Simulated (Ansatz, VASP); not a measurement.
## Two plane-wave programs on CdS3

The input INCAR:

```
SYSTEM = CdS3
  PREC = Accurate
  ENCUT = 500
  EDIFF = 1E-7
  ISMEAR = 0
  SIGMA = 0.02
  LREAL = .FALSE.
  LASPH = .TRUE.
  NELM = 120
  ALGO = Normal
  ISIF = 3
  LWAVE = .FALSE.
  LCHARG = .FALSE.
  GGA = PE
  IBRION = 2
  NSW = 100
  EDIFFG = -0.01
  GGA_COMPAT = .FALSE.
  NELMIN = 4
```

File KPOINTS:

```
regular mesh
0
G
  6 6 4
  0 0 0
```

POSCAR

```
CdS3
1.0
    6.9356152869      0.0000000000      0.0000000000
   -3.4678076435      6.0064190293      0.0000000000
    0.0000000000      0.0000000000      6.7300665080
Cd S
2 6
Direct
    0.3333333333      0.6666666667      0.7500000000
    0.6666666667      0.3333333333      0.2500000000
    0.2325583181      0.4651166361      0.2500000000
    0.5348833639      0.7674416819      0.2500000000
    0.2325583181      0.7674416819      0.2500000000
    0.7674416819      0.5348833639      0.7500000000
    0.4651166361      0.2325583181      0.7500000000
    0.7674416819      0.2325583181      0.7500000000
```

Input for Ansatz:

```yaml
crystal:
  lattice:
    - [6.9356152869, 0.0, 0.0]
    - [-3.4678076435, 6.0064190293, 0.0]
    - [0.0, 0.0, 6.730066508]
  atoms:
    - { symbol: Cd, position: [0.3333333333, 0.6666666667, 0.75] }
    - { symbol: Cd, position: [0.6666666667, 0.3333333333, 0.25] }
    - { symbol: S, position: [0.2325583181, 0.4651166361, 0.25] }
    - { symbol: S, position: [0.5348833639, 0.7674416819, 0.25] }
    - { symbol: S, position: [0.2325583181, 0.7674416819, 0.25] }
    - { symbol: S, position: [0.7674416819, 0.5348833639, 0.75] }
    - { symbol: S, position: [0.4651166361, 0.2325583181, 0.75] }
    - { symbol: S, position: [0.7674416819, 0.2325583181, 0.75] }
basis:
  ecutwfc: 420
kpoints:
  mp_grid: { grid: [6, 6, 4] }
hamiltonian:
  xc: pbe
scf:
  occupations: { method: gaussian, width: 0.02 }
output:
  forces: true
  stress: true
  eigenvalues: true
  write_density: true
  write_potential: true
  elf: true
  volumetric_format: npy
relax:
  adjacent_minimum: "off"
  f_tol: 0.01
  max_steps: 80
  cell: { stress_tol: 0.05 }
```

Change from the starting cell: species swapped into the Ce3Ga type (P6_3/mmc, No. 194).

Alike in both runs: task relaxation of cell and atoms; functional PBE; k mesh 6 × 6 × 4; occupations gaussian, width 0.02 eV; no spin polarisation.

```csv
,VASP,Ansatz
version,VASP 6.6.1,Ansatz 0.2.0
potentials or method,"VASP PAW PBE potentials, release 64 (Cd, S), cutoff 500 eV","scalar-relativistic, plane waves, PAW"
valence electrons in the cell,60,76
```

|  | VASP | Ansatz | Ansatz less VASP |
| --- | --- | --- | --- |
| gap on the k mesh at the Fermi level, each at its own relaxed structure (eV) | 0.98 | 0.94 | -0.044 |
| relaxed volume (Å³/atom) | 34.94 | 35.05 | +0.105 |
| relaxed cell length with the largest relative difference (Å) | 6.925 | 6.936 | +0.0108 |

VASP's potentials hold 60 valence electrons a cell and Ansatz's 76, so a difference there can come from the potentials and not from the codes.
